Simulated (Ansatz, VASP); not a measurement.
## Ir in VASP and in Ansatz

INCAR

```
ALGO = Fast
EDIFF = 1E-7
ENCUT = 520
ISIF = 2
ISMEAR = 0
LASPH = T
LCHARG = T
LELF = T
LREAL = F
LVHAR = T
LWAVE = F
NBANDS = 10
NELM = 80
PREC = Accurate
SIGMA = 0.15
```

Contents of KPOINTS:

```
k-points
0
Gamma
  22 22 22
```

POSCAR

```
Ir
1.0
    0.0000000000      2.0581776817      1.7636524555
    2.0581776817      0.0000000000      1.7636524555
    2.0581776817      2.0581776817      0.0000000000
Ir
1
Direct
    0.0000000000      0.0000000000      0.0000000000
```

Input for Ansatz:

```yaml
crystal:
  lattice:
    - [0.0, 2.0581776817, 1.7636524555]
    - [2.0581776817, 0.0, 1.7636524555]
    - [2.0581776817, 2.0581776817, 0.0]
  atoms:
    - { symbol: Ir, position: [0.0, 0.0, 0.0] }
basis:
  ecutwfc: 420
kpoints:
  mp_grid: { grid: [22, 22, 22] }
hamiltonian:
  xc: lda
scf:
  occupations: { method: gaussian, width: 0.15 }
output:
  forces: true
  stress: true
  eigenvalues: true
```

Alike in both runs: task single point; functional LDA; k mesh 22 × 22 × 22; occupations gaussian, width 0.15 eV; no spin polarisation.

|  | VASP | Ansatz |
| --- | --- | --- |
| version | VASP 6.6.1 | Ansatz 0.2.0 |
| potentials or method | VASP PAW LDA potentials, release 64 (Ir), cutoff 520 eV | scalar-relativistic, plane waves, PAW |
| valence electrons in the cell | 9 | 17 |

```csv
,VASP,Ansatz,Ansatz less VASP
gap on the k mesh at the Fermi level (eV),none,none,-
pressure (GPa),-19.6,-21.4,-1.86
"traceless stress, the component that is largest in VASP (GPa)",26.29,26.47,+0.181
```

LDA's correlation is that of Perdew and Zunger in VASP and of Perdew and Wang (1992) in Ansatz. A gap of «none» marks a metal or a gap that the smearing closes. VASP's potentials hold 9 valence electrons a cell and Ansatz's 17, so a difference there can come from the potentials and not from the codes.

Spin-orbit coupling is off throughout.
